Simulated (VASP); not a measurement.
# CdS (F-43m) in VASP: single point with HSE06

Aim: the single point of CdS with HSE06.

Everything below comes from runs of VASP 6.6.1. Logs are shortened: lines on timing, memory, paths and dates and some standing lists are left out, and cuts for length are marked.

### 1 The cell of the first run

It takes space group F-43m (No. 216, cubic). Conventional cell: a = 5.824 Å, b = 5.824 Å, c = 5.824 Å, α = 90.00°, β = 90.00°, γ = 90.00°. Within 3.3 Å of Cd (site symmetry -43m) lie 4 S at 2.52 Å. S (site symmetry -43m) has 4 Cd at 2.52 Å within 3.3 Å.

### 2 Single point, HSE06 (strain -0.9%)

POSCAR

```
CdS
1.0
    0.0000000000      2.9121731224      2.9121731224
    2.9121731224      0.0000000000      2.9121731224
    2.9121731224      2.9121731224      0.0000000000
Cd S
1 1
Direct
    0.0000000000      0.0000000000      0.0000000000
    0.2500000000      0.2500000000      0.2500000000
```

INCAR.step1

```
PREC     = Accurate       # precision mode
ENCUT    = 520            # plane-wave cutoff, eV
EDIFF    = 1E-5           # SCF threshold, eV
ISMEAR   = 0              # smearing method
SIGMA    = 0.01           # smearing width, eV
LREAL    = False          # projectors in reciprocal space
LASPH    = True           # aspherical terms in the spheres
NELM     = 100            # most SCF steps
ALGO     = Normal         # electronic algorithm
ISIF     = 2              # what is computed and relaxed
LWAVE    = True           # write WAVECAR
LCHARG   = False          # write CHGCAR
NBANDS   = 16             # bands
GGA      = PE             # functional
```

INCAR.step2

```
PREC     = Accurate       # precision mode
ENCUT    = 520            # plane-wave cutoff, eV
EDIFF    = 1E-6           # SCF threshold, eV
ISMEAR   = 0              # smearing method
SIGMA    = 0.01           # smearing width, eV
LREAL    = False          # projectors in reciprocal space
LASPH    = True           # aspherical terms in the spheres
NELM     = 100            # most SCF steps
ALGO     = Normal         # electronic algorithm
ISIF     = 2              # what is computed and relaxed
LWAVE    = False          # write WAVECAR
LCHARG   = False          # write CHGCAR
GGA      = PE             # functional
LHFCALC  = True           # exact exchange
HFSCREEN = 0.2079         # screening, 1/A
PRECFOCK = Normal       
NBANDS   = 16             # bands
ISTART   = 1
```

KPOINTS

```
Automatic mesh
0
Gamma
  6 6 6
```

Potentials or basis: VASP PAW PBE potentials, release 64 (Cd, S).

Started as:

```console
> cat potpaw_PBE.64/Cd/POTCAR potpaw_PBE.64/S/POTCAR > POTCAR
> cp INCAR.step1 INCAR
> mpirun -np 1 vasp_std > vasp.out
> cp INCAR.step2 INCAR
> mpirun -np 1 vasp_std > vasp.out
```

OUTCAR:

```text
PREC = Accurate
   ENCUT = 520
   EDIFF = 1E-6
   ISMEAR = 0
   LREAL = False
   LASPH = True
   NELM = 100
   ISIF = 2
   GGA = PE
   LHFCALC = True
   HFSCREEN = 0.2079
   PRECFOCK = Normal
   ISTART = 1

 ion  position               nearest neighbor table
   1  0.000  0.000  0.000-   2 2.52   2 2.52   2 2.52   2 2.52
   2  0.250  0.250  0.250-   1 2.52   1 2.52   1 2.52   1 2.52

  LATTYP: Found a face centered cubic cell.
 ALAT       =     5.8243462448

  Lattice vectors:

 A1 = (   0.0000000000,   2.9121731224,   2.9121731224)
 A2 = (   2.9121731224,   0.0000000000,   2.9121731224)
 A3 = (   2.9121731224,   2.9121731224,   0.0000000000)

Analysis of symmetry for initial positions (statically):
=====================================================================
 Subroutine PRICEL returns:
 Original cell was already a primitive cell.

 Routine SETGRP: Setting up the symmetry group for a
 face centered cubic supercell.

 Subroutine GETGRP returns: Found 24 space group operations
 (whereof 24 operations were pure point group operations)
 out of a pool of 48 trial point group operations.

The static configuration has the point symmetry T_d .

Analysis of symmetry for dynamics (positions and initial velocities):
=====================================================================
 Subroutine PRICEL returns:
 Original cell was already a primitive cell.

 Routine SETGRP: Setting up the symmetry group for a
 face centered cubic supercell.

 Subroutine GETGRP returns: Found 24 space group operations
 (whereof 24 operations were pure point group operations)
 out of a pool of 48 trial point group operations.

The dynamic configuration has the point symmetry T_d .

 Subroutine INISYM returns: Found 24 space group operations
 (whereof 24 operations are pure point group operations),
 and found     1 'primitive' translations

----------------------------------------------------------------------------------------

                                     Primitive cell

  volume of cell :      49.3948

  direct lattice vectors                    reciprocal lattice vectors
     0.000000000  2.912173122  2.912173122    -0.171693089  0.171693089  0.171693089
     2.912173122  0.000000000  2.912173122     0.171693089 -0.171693089  0.171693089
     2.912173122  2.912173122  0.000000000     0.171693089  0.171693089 -0.171693089

  length of vectors
     4.118434726  4.118434726  4.118434726     0.297381154  0.297381154  0.297381154

  position of ions in fractional coordinates (direct lattice)
     0.000000000  0.000000000  0.000000000
     0.250000000  0.250000000  0.250000000

  ion indices of the primitive-cell ions
   primitive index   ion index
                 1           1
                 2           2

----------------------------------------------------------------------------------------

 KPOINTS: Automatic mesh

Automatic generation of k-mesh.
 Grid dimensions read from file:
 generate k-points for:    6    6    6

 Generating k-lattice:

  Cartesian coordinates                     Fractional coordinates (reciprocal lattice)
    -0.028615515  0.028615515  0.028615515     0.166666667  0.000000000  0.000000000
     0.028615515 -0.028615515  0.028615515     0.000000000  0.166666667  0.000000000
     0.028615515  0.028615515 -0.028615515     0.000000000  0.000000000  0.166666667

  Length of vectors
     0.049563526  0.049563526  0.049563526

  Shift w.r.t. Gamma in fractional coordinates (k-lattice)
     0.000000000  0.000000000  0.000000000

 Subroutine IBZKPT returns following result:
 ===========================================

 Found     16 irreducible k-points:

 Following reciprocal coordinates:
            Coordinates               Weight
  0.000000  0.000000  0.000000      1.000000
  0.166667  0.000000  0.000000      8.000000
  0.333333  0.000000  0.000000      8.000000
  0.500000  0.000000  0.000000      4.000000
  0.166667  0.166667  0.000000      6.000000
  0.333333  0.166667  0.000000     24.000000
[... 8 lines left out ...]
 -0.333333  0.333333  0.166667     24.000000
 -0.333333  0.500000  0.166667     12.000000
   k-points           NKPTS =     16   k-points in BZ     NKDIM =    216   number of bands    NBANDS=     16
   number of dos      NEDOS =    301   number of ions     NIONS =      2
   total plane-waves  NPLWV =  32768
   dimension x,y,z NGX =    32 NGY =   32 NGZ =   32
   dimension x,y,z NGXF=    64 NGYF=   64 NGZF=   64
   ions per type =               1   1
   NGX,Y,Z   is equivalent  to a cutoff of  12.92, 12.92, 12.92 a.u.
   NGXF,Y,Z  is equivalent  to a cutoff of  25.83, 25.83, 25.83 a.u.
 SYSTEM =  unknown system
   PREC   = accura    normal or accurate (medium, high low for compatibility)
   ISTART =      1    job   : 0-new  1-cont  2-samecut
   ICHARG =      0    charge: 1-file 2-atom 10-const
   ISPIN  =      1    spin polarized calculation?
   LNONCOLLINEAR =      F non collinear calculations
   LSORBIT =      F    spin-orbit coupling
   LASPH  =      T    aspherical Exc in radial PAW
   ENCUT  =  520.0 eV  38.22 Ry    6.18 a.u.   7.66  7.66  7.66*2*pi/ulx,y,z
   NELM   =    100;   NELMIN=  2; NELMDL=  0     # of ELM steps
   EDIFF  = 0.1E-05   stopping-criterion for ELM
   LREAL  =      F    real-space projection
   EDIFFG = 0.1E-04   stopping-criterion for IOM
   NSW    =      0    number of steps for IOM
   IBRION =     -1    ionic relax: 0-MD 1-quasi-New 2-CG
   NFREE  =      0    steps in history (QN), initial steepest desc. (CG)
   ISIF   =      2    stress and relaxation
   ISYM   =      3    0-nonsym 1-usesym 2-fastsym
   POTIM  = 0.5000    time-step for ionic-motion
   TEBEG  =    0.0;   TEEND  =   0.0 temperature during run
   PSTRESS=    0.0 pullay stress
   NELECT =      18.0000    total number of electrons
   NUPDOWN=      -1.0000    fix difference up-down
   EMIN   =  10.00;   EMAX   =-10.00  energy-range for DOS
   EFERMI =   0.00;   METHOD = LEGACY
   ISMEAR =     0;   SIGMA  =   0.01  broadening in eV -4-tet -1-fermi 0-gaus
   EFERMI_NEDOS =   21; number of points for ismear=-14 and -15
   IALGO  =     38    algorithm
   IMIX   =      1    mixing-type and parameters
     AMIX     =   0.40;   BMIX     =  1.00
     AMIX_MAG =   1.60;   BMIX_MAG =  1.00
  volume/ion in A,a.u.               =      24.70       166.67
  Fermi-wavevector in a.u.,A,eV,Ry     =   1.169334  2.209720 18.603809  1.367341
  Thomas-Fermi vector in A             =   2.305808
   LORBIT       =      0    0 simple, 1 ext, 2 COOP (PROOUT), +10 PAW based schemes
   GGA     = PE    functional components
   LHFCALC =     T    Hartree Fock is set to
   PRECFOCK=normal    Normal, Fast or Accurate (Low or Medium for compatibility)
   ENCUT4O =  -1.0   cutoff for four orbital integrals eV
   NKREDX  =     1    reduce k-point grid by
   NKREDY  =     1    reduce k-point grid by
   NKREDZ  =     1    reduce k-point grid by
   AEXX    =    0.2500 exact exchange contribution
   HFSCREEN=    0.2079 screening length (either q_TF or 0.3 A-1)
   HFSCREENC=   0.2079 screening length for correlation (either q_TF or 0.3 A-1)
   ENCUTFOCK=  -1.0 apply spherical cutoff to Coloumb kernel
   IVDW    =     0    specifies the selected vdW correction
   LEPSILON=     F    determine dielectric tensor
   LRPA    =     F    only Hartree local field effects (RPA)
 non-spin polarized calculation
 Gauss-broadening in eV      SIGMA  =   0.01
  energy-cutoff  :      520.00
  volume of cell :       49.39
 maximum number of plane-waves:      1363
 NGX is ok and might be reduce to    32
  NGX = 24; NGY = 24; NGZ = 24

 number of electron      18.0000004 magnetization

 Free energy of the ion-electron system (eV)
  ---------------------------------------------------
  ext. energy  EPLUGINS =         0.00000000
  ---------------------------------------------------
  free energy    TOTEN  =        -7.60787596 eV

  energy without entropy =       -7.60787596  energy(sigma->0) =       -7.60787596

 E-fermi :   0.7813     XC(G=0):  -7.6092

 val. band max:        0.7016531622   @ k =   0.0000   0.0000   0.0000
 cond. band min:       2.8816804051   @ k =   0.0000   0.0000   0.0000
 fundamental gap:      2.1800272429
 Fermi energy:         0.7813300269

 k-point     1 :       0.0000    0.0000    0.0000
  band No.  band energies     occupation
      1     -12.8894      2.00000
      2      -8.1655      2.00000
      3      -8.1655      2.00000
      4      -8.1655      2.00000
      5      -7.6750      2.00000
      6      -7.6750      2.00000
[... 8 lines left out ...]
     15      13.5051      0.00000
     16      13.5051      0.00000

 k-point     2 :       0.1667    0.0000    0.0000
  band No.  band energies     occupation
      1     -12.7739      2.00000
      2      -8.1273      2.00000
      3      -8.1273      2.00000
      4      -8.0507      2.00000
      5      -7.6758      2.00000
      6      -7.6758      2.00000
[... 8 lines left out ...]
     15      12.6232      0.00000
     16      13.7446      0.00000

 k-point     3 :       0.3333    0.0000    0.0000
  band No.  band energies     occupation
      1     -12.5439      2.00000
      2      -8.0643      2.00000
      3      -8.0643      2.00000
      4      -7.6598      2.00000
      5      -7.6598      2.00000
      6      -7.6461      2.00000
[... 8 lines left out ...]
     15      13.1075      0.00000
     16      13.1075      0.00000

 k-point     4 :       0.5000    0.0000    0.0000
  band No.  band energies     occupation
      1     -12.4310      2.00000
      2      -8.0421      2.00000
      3      -8.0421      2.00000
      4      -7.6400      2.00000
      5      -7.6400      2.00000
      6      -7.2541      2.00000
[... 8 lines left out ...]
     15      14.6950      0.00000
     16      14.6950      0.00000
[... 172 lines left out ...]
 k-point    14 :       0.5000    0.3333    0.1667
  band No.  band energies     occupation
      1     -12.3987      2.00000
      2      -7.9735      2.00000
      3      -7.9614      2.00000
      4      -7.7677      2.00000
      5      -7.6368      2.00000
      6      -7.3344      2.00000
[... 8 lines left out ...]
     15      15.1653      0.00000
     16      15.4491      0.00000

 k-point    15 :      -0.3333    0.3333    0.1667
  band No.  band energies     occupation
      1     -12.3277      2.00000
      2      -7.9662      2.00000
      3      -7.9254      2.00000
      4      -7.7183      2.00000
      5      -7.6573      2.00000
      6      -7.0615      2.00000
[... 8 lines left out ...]
     15      14.5499      0.00000
     16      15.5468      0.00000

 k-point    16 :      -0.3333    0.5000    0.1667
  band No.  band energies     occupation
      1     -12.2930      2.00000
      2      -7.9208      2.00000
      3      -7.8933      2.00000
      4      -7.7572      2.00000
      5      -7.6343      2.00000
      6      -7.0262      2.00000
[... 8 lines left out ...]
     15      15.4076      0.00000
     16      15.4372      0.00000

------------------------ aborting loop because EDIFF is reached ----------------------------------------

  FORCE on cell =-STRESS in cart. coord.  units (eV):
  Direction    XX          YY          ZZ          XY          YZ          ZX
  --------------------------------------------------------------------------------------
  -------------------------------------------------------------------------------------
  Total        0.7166304      0.7166304      0.7166304      0.0000000      0.0000000      0.0000000
  in kB       23.2447162     23.2447162     23.2447162      0.0000000      0.0000000      0.0000000
  external PRESSURE =      23.2447162 kB  Pullay stress =       0.0000000 kB

 VOLUME and BASIS-vectors are now :
 -----------------------------------------------------------------------------
  energy-cutoff  :      520.00
  volume of cell :       49.39
      direct lattice vectors                 reciprocal lattice vectors
     0.000000000  2.912173122  2.912173122    -0.171693089  0.171693089  0.171693089
     2.912173122  0.000000000  2.912173122     0.171693089 -0.171693089  0.171693089
     2.912173122  2.912173122  0.000000000     0.171693089  0.171693089 -0.171693089

 POSITION                                       TOTAL-FORCE (eV/Angst)
 -----------------------------------------------------------------------------------
      0.00000      0.00000      0.00000        -0.000000     -0.000000     -0.000000
      1.45609      1.45609      1.45609         0.000000      0.000000      0.000000
 -----------------------------------------------------------------------------------
    total drift:                                0.000068      0.000057      0.000041

  FREE ENERGIE OF THE ION-ELECTRON SYSTEM (eV)
  ---------------------------------------------------
  free  energy   TOTEN  =        -7.6078759577 eV

  energy  without entropy=       -7.6078759577  energy(sigma->0) =       -7.60787596
```

Run time: 55 min. Hardware: 1 thread of Oxide Virtual Turin-like, shared host; peak memory 0.27 GiB.

What came out:

- Free energy: -7.6079 eV
- Pressure: 2.3 GPa
- Band gap on the k mesh: 2.18 eV

Caveat: the cell differs from its parent crystal (strain -0.9%); the PAW data sets were made with another functional, which shifts forces and pressure a little.
